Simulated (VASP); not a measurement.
# SiC (P3m1) in VASP: notebook

Runs on SiC. Level: PBE. Tasks: single point.

All numbers are computed with VASP 6.6.1; they aren't measurements. Logs are shortened: lines on timing, memory, paths and dates and some standing lists are left out, and cuts for length are marked.

### Step 1. The cell of the first run

It takes space group P3m1 (No. 156, trigonal). Conventional cell: a = 3.093 Å, b = 3.093 Å, c = 15.204 Å, α = 90.00°, β = 90.00°, γ = 120.00°. Si (site symmetry 3m) has 4 C at 1.89 to 1.90 Å within 2.5 Å. Si (site symmetry 3m) has 4 C at 1.89 to 1.91 Å within 2.5 Å. Within 2.5 Å of Si (site symmetry 3m) lie 4 C at 1.89 to 1.90 Å. Within 2.5 Å of Si (site symmetry 3m) lie 4 C at 1.89 to 1.91 Å. Si (site symmetry 3m) has 4 C at 1.89 to 1.90 Å within 2.5 Å. Within 2.5 Å of Si (site symmetry 3m) lie 4 C at 1.89 to 1.91 Å. Within 2.5 Å of C (site symmetry 3m) lie 4 Si at 1.89 to 1.90 Å. C (site symmetry 3m) has 4 Si at 1.89 to 1.91 Å within 2.5 Å.

### Step 2. Single point, PBE

File INCAR:

```
ALGO = Normal
EDIFF = 1E-7
ENCUT = 520
GGA = PE
ISIF = 2
ISMEAR = 0
LASPH = T
LCHARG = T
LELF = T
LREAL = F
LVHAR = T
LWAVE = F
NBANDS = 36
NELM = 100
PREC = Accurate
SIGMA = 0.02
```

File KPOINTS:

```
k-points
0
Gamma
  12 12 2
```

File POSCAR:

```
SiC
1.0
    3.0933518898      0.0000000000      0.0000000000
   -1.5466759449      2.6789213194      0.0000000000
    0.0000000000      0.0000000000     15.2041737317
Si C
6 6
Direct
    0.0000000000      0.0000000000     -0.0000880847
    0.3333333333      0.6666666667      0.1667833088
    0.0000000000      0.0000000000      0.3333196306
    0.6666666667      0.3333333333      0.4999129037
    0.0000000000      0.0000000000      0.6664328363
    0.3333333333      0.6666666667      0.8330497389
    0.0000000000      0.0000000000      0.1251941032
    0.3333333333      0.6666666667      0.2920885220
    0.0000000000      0.0000000000      0.4582703503
    0.6666666667      0.3333333333      0.6252605602
    0.0000000000      0.0000000000      0.7914057333
    0.3333333333      0.6666666667      0.9583703974
```

Potentials or basis: VASP PAW PBE potentials, release 64 (Si, C).

Launch:

```sh
$ cat potpaw_PBE.64/Si/POTCAR potpaw_PBE.64/C/POTCAR > POTCAR
$ mpirun -np 1 vasp_std > vasp.out
```

OUTCAR:

```text
EDIFF = 1E-7
   ENCUT = 520
   GGA = PE
   ISIF = 2
   ISMEAR = 0
   LASPH = T
   LREAL = F
   NELM = 100
   PREC = Accurate

 ion  position               nearest neighbor table
   1  0.000  0.000  1.000-  12 1.89  12 1.89  12 1.89   7 1.90   6 3.10   6 3.10   6 3.10   2 3.10
                             2 3.10   2 3.10
   2  0.333  0.667  0.167-   7 1.89   7 1.89   7 1.89   8 1.91   3 3.10   3 3.10   3 3.10   1 3.10
                             1 3.10   1 3.10
   3  0.000  0.000  0.333-   8 1.89   8 1.89   8 1.89   9 1.90   2 3.10   2 3.10   2 3.10   4 3.10
                             4 3.10   4 3.10
   4  0.667  0.333  0.500-   9 1.89   9 1.89   9 1.89  10 1.91   5 3.10   5 3.10   5 3.10   3 3.10
                             3 3.10   3 3.10
   5  0.000  0.000  0.666-  10 1.89  10 1.89  10 1.89  11 1.90   4 3.10   4 3.10   4 3.10   6 3.10
                             6 3.10   6 3.10
   6  0.333  0.667  0.833-  11 1.89  11 1.89  11 1.89  12 1.91   5 3.10   5 3.10   5 3.10   1 3.10
                             1 3.10   1 3.10
   7  0.000  0.000  0.125-   2 1.89   2 1.89   2 1.89   1 1.90
   8  0.333  0.667  0.292-   3 1.89   3 1.89   3 1.89   2 1.91
   9  0.000  0.000  0.458-   4 1.89   4 1.89   4 1.89   3 1.90
  10  0.667  0.333  0.625-   5 1.89   5 1.89   5 1.89   4 1.91
  11  0.000  0.000  0.791-   6 1.89   6 1.89   6 1.89   5 1.90
  12  0.333  0.667  0.958-   1 1.89   1 1.89   1 1.89   6 1.91

  LATTYP: Found a hexagonal cell.
 ALAT       =     3.0933518898
 C/A-ratio  =     4.9151128851

  Lattice vectors:

 A1 = (   3.0933518898,   0.0000000000,   0.0000000000)
 A2 = (  -1.5466759449,   2.6789213194,   0.0000000000)
 A3 = (   0.0000000000,   0.0000000000,  15.2041737317)

Analysis of symmetry for initial positions (statically):
=====================================================================
 Subroutine PRICEL returns:
 Original cell was already a primitive cell.

 Routine SETGRP: Setting up the symmetry group for a
 hexagonal supercell.

 Subroutine GETGRP returns: Found  6 space group operations
 (whereof  6 operations were pure point group operations)
 out of a pool of 24 trial point group operations.

The static configuration has the point symmetry C_3v.

Analysis of symmetry for dynamics (positions and initial velocities):
=====================================================================
 Subroutine PRICEL returns:
 Original cell was already a primitive cell.

 Routine SETGRP: Setting up the symmetry group for a
 hexagonal supercell.

 Subroutine GETGRP returns: Found  6 space group operations
 (whereof  6 operations were pure point group operations)
 out of a pool of 24 trial point group operations.

The dynamic configuration has the point symmetry C_3v.

 Subroutine INISYM returns: Found  6 space group operations
 (whereof  6 operations are pure point group operations),
 and found     1 'primitive' translations

----------------------------------------------------------------------------------------

                                     Primitive cell

  volume of cell :     125.9947

  direct lattice vectors                    reciprocal lattice vectors
     3.093351890  0.000000000  0.000000000     0.323273923  0.186642286  0.000000000
    -1.546675945  2.678921319  0.000000000     0.000000000  0.373284573  0.000000000
     0.000000000  0.000000000 15.204173732     0.000000000  0.000000000  0.065771414

  length of vectors
     3.093351890  3.093351890 15.204173732     0.373284573  0.373284573  0.065771414

  position of ions in fractional coordinates (direct lattice)
     0.000000000  0.000000000  0.999911915
     0.333333333  0.666666667  0.166783309
     0.000000000  0.000000000  0.333319631
     0.666666667  0.333333333  0.499912904
     0.000000000  0.000000000  0.666432836
     0.333333333  0.666666667  0.833049739
     0.000000000  0.000000000  0.125194103
     0.333333333  0.666666667  0.292088522
     0.000000000  0.000000000  0.458270350
     0.666666667  0.333333333  0.625260560
     0.000000000  0.000000000  0.791405733
     0.333333333  0.666666667  0.958370397

  ion indices of the primitive-cell ions
   primitive index   ion index
                 1           1
                 2           2
                 3           3
                 4           4
                 5           5
                 6           6
                 7           7
                 8           8
                 9           9
                10          10
                11          11
                12          12

----------------------------------------------------------------------------------------

 KPOINTS: k-points

Automatic generation of k-mesh.
 Grid dimensions read from file:
 generate k-points for:   12   12    2

 Generating k-lattice:

  Cartesian coordinates                     Fractional coordinates (reciprocal lattice)
     0.026939494  0.015553524  0.000000000     0.083333333  0.000000000  0.000000000
     0.000000000  0.031107048  0.000000000     0.000000000  0.083333333  0.000000000
     0.000000000  0.000000000  0.032885707     0.000000000  0.000000000  0.500000000

  Length of vectors
     0.031107048  0.031107048  0.032885707

  Shift w.r.t. Gamma in fractional coordinates (k-lattice)
     0.000000000  0.000000000  0.000000000

 Subroutine IBZKPT returns following result:
 ===========================================

 Found     38 irreducible k-points:

 Following reciprocal coordinates:
            Coordinates               Weight
  0.000000  0.000000  0.000000      1.000000
  0.083333 -0.000000  0.000000      6.000000
  0.166667 -0.000000  0.000000      6.000000
  0.250000  0.000000  0.000000      6.000000
  0.333333  0.000000  0.000000      6.000000
  0.416667  0.000000  0.000000      6.000000
[... 16 lines left out ...]
  0.250000  0.000000  0.500000      6.000000
  0.333333  0.000000  0.500000      6.000000
 [... further k-points ...]
   k-points           NKPTS =     38   k-points in BZ     NKDIM =     38   number of bands    NBANDS=     36
   number of dos      NEDOS =    301   number of ions     NIONS =     12
   total plane-waves  NPLWV =  69120
   dimension x,y,z NGX =    24 NGY =   24 NGZ =  120
   dimension x,y,z NGXF=    48 NGYF=   48 NGZF=  240
   ions per type =               6   6
   NGX,Y,Z   is equivalent  to a cutoff of  12.90, 12.90, 13.12 a.u.
   NGXF,Y,Z  is equivalent  to a cutoff of  25.80, 25.80, 26.24 a.u.
 SYSTEM =  unknown system
   PREC   = accura    normal or accurate (medium, high low for compatibility)
   ISTART =      0    job   : 0-new  1-cont  2-samecut
   ICHARG =      2    charge: 1-file 2-atom 10-const
   ISPIN  =      1    spin polarized calculation?
   LNONCOLLINEAR =      F non collinear calculations
   LSORBIT =      F    spin-orbit coupling
   LASPH  =      T    aspherical Exc in radial PAW
   ENCUT  =  520.0 eV  38.22 Ry    6.18 a.u.   5.75  5.75 28.27*2*pi/ulx,y,z
   NELM   =    100;   NELMIN=  2; NELMDL= -5     # of ELM steps
   EDIFF  = 0.1E-06   stopping-criterion for ELM
   LREAL  =      F    real-space projection
   EDIFFG = 0.1E-05   stopping-criterion for IOM
   NSW    =      0    number of steps for IOM
   IBRION =     -1    ionic relax: 0-MD 1-quasi-New 2-CG
   NFREE  =      0    steps in history (QN), initial steepest desc. (CG)
   ISIF   =      2    stress and relaxation
   ISYM   =      2    0-nonsym 1-usesym 2-fastsym
   POTIM  = 0.5000    time-step for ionic-motion
   TEBEG  =    0.0;   TEEND  =   0.0 temperature during run
   PSTRESS=    0.0 pullay stress
   NELECT =      48.0000    total number of electrons
   NUPDOWN=      -1.0000    fix difference up-down
   EMIN   =  10.00;   EMAX   =-10.00  energy-range for DOS
   EFERMI =   0.00;   METHOD = LEGACY
   ISMEAR =     0;   SIGMA  =   0.02  broadening in eV -4-tet -1-fermi 0-gaus
   EFERMI_NEDOS =   21; number of points for ismear=-14 and -15
   IALGO  =     38    algorithm
   IMIX   =      4    mixing-type and parameters
     AMIX     =   0.40;   BMIX     =  1.00
     AMIX_MAG =   1.60;   BMIX_MAG =  1.00
  volume/ion in A,a.u.               =      10.50        70.85
  Fermi-wavevector in a.u.,A,eV,Ry     =   1.186783  2.242694 19.163169  1.408453
  Thomas-Fermi vector in A             =   2.322948
   LORBIT       =      0    0 simple, 1 ext, 2 COOP (PROOUT), +10 PAW based schemes
   GGA     = PE    functional components
   LHFCALC =     F    Hartree Fock is set to
   AEXX    =    0.0000 exact exchange contribution
   IVDW    =     0    specifies the selected vdW correction
   LEPSILON=     F    determine dielectric tensor
   LRPA    =     F    only Hartree local field effects (RPA)
 non-spin polarized calculation
 Gauss-broadening in eV      SIGMA  =   0.02
  energy-cutoff  :      520.00
  volume of cell :      125.99
 maximum number of plane-waves:      3444
 NGX is ok and might be reduce to    24
   NGX = 11   NGY = 11   NGZ = 57

 number of electron      48.0000001 magnetization

 Free energy of the ion-electron system (eV)
  ---------------------------------------------------
  ext. energy  EPLUGINS =         0.00000000
  ---------------------------------------------------
  free energy    TOTEN  =       -90.35858766 eV

  energy without entropy =      -90.35858766  energy(sigma->0) =      -90.35858766

 E-fermi :   8.1278     XC(G=0): -11.2874

 val. band max:        8.0391298936   @ k =   0.0000   0.0000   0.0000
 cond. band min:      10.3185351428   @ k =   0.5000   0.0000   0.5000
 fundamental gap:      2.2794052492
 Fermi energy:         8.1278372136

 k-point     1 :       0.0000    0.0000    0.0000
  band No.  band energies     occupation
      1      -7.3582      2.00000
      2      -6.8325      2.00000
      3      -6.8156      2.00000
      4      -5.3257      2.00000
      5      -5.3107      2.00000
      6      -3.8457      2.00000
[... 28 lines left out ...]
     35      15.1192      0.00000
     36      15.1193      0.00000
[... 866 lines left out ...]
      6      -2.8854      2.00000
[... 28 lines left out ...]
     35      15.8123      0.00000
     36      15.8525      0.00000

 [... further k-points ...]
[... 5 lines left out ...]
  --------------------------------------------------------------------------------------
  -------------------------------------------------------------------------------------
  Total       -0.0407429     -0.0407429     -0.0390006      0.0000000      0.0000000      0.0000000
  in kB       -0.5180958     -0.5180958     -0.4959406      0.0000000      0.0000000      0.0000000
  external PRESSURE =      -0.5107107 kB  Pullay stress =       0.0000000 kB

 VOLUME and BASIS-vectors are now :
 -----------------------------------------------------------------------------
  energy-cutoff  :      520.00
  volume of cell :      125.99
      direct lattice vectors                 reciprocal lattice vectors
     3.093351890  0.000000000  0.000000000     0.323273923  0.186642286  0.000000000
    -1.546675945  2.678921319  0.000000000     0.000000000  0.373284573  0.000000000
     0.000000000  0.000000000 15.204173732     0.000000000  0.000000000  0.065771414

 POSITION                                       TOTAL-FORCE (eV/Angst)
 -----------------------------------------------------------------------------------
      0.00000      0.00000     15.20283         0.000000     -0.000000      0.000191
     -0.00000      1.78595      2.53580         0.000000     -0.000000     -0.000057
      0.00000      0.00000      5.06785         0.000000      0.000000      0.001199
      1.54668      0.89297      7.60076        -0.000000     -0.000000     -0.000958
      0.00000      0.00000     10.13256        -0.000000     -0.000000      0.001064
     -0.00000      1.78595     12.66583        -0.000000     -0.000000     -0.000449
      0.00000      0.00000      1.90347         0.000000      0.000000     -0.000270
     -0.00000      1.78595      4.44096         0.000000     -0.000000      0.000050
      0.00000      0.00000      6.96762         0.000000     -0.000000     -0.000420
      1.54668      0.89297      9.50657         0.000000      0.000000      0.000190
      0.00000      0.00000     12.03267        -0.000000     -0.000000     -0.000305
     -0.00000      1.78595     14.57123        -0.000000     -0.000000     -0.000234
 -----------------------------------------------------------------------------------
    total drift:                                0.000000     -0.000000      0.001290

  FREE ENERGIE OF THE ION-ELECTRON SYSTEM (eV)
  ---------------------------------------------------
  free  energy   TOTEN  =       -90.3585876606 eV

  energy  without entropy=      -90.3585876606  energy(sigma->0) =      -90.35858766
```

It took 1.9 min on 1 thread of Intel Xeon 6975P-C (Granite Rapids), shared host; peak memory 0.3 GiB.

What came out:

* Free energy: -90.3586 eV
* Pressure: -0.1 GPa
* Band gap on the k mesh: 2.28 eV, indirect (least direct gap 3.52 eV)

(Continued in part 2 of 2.)
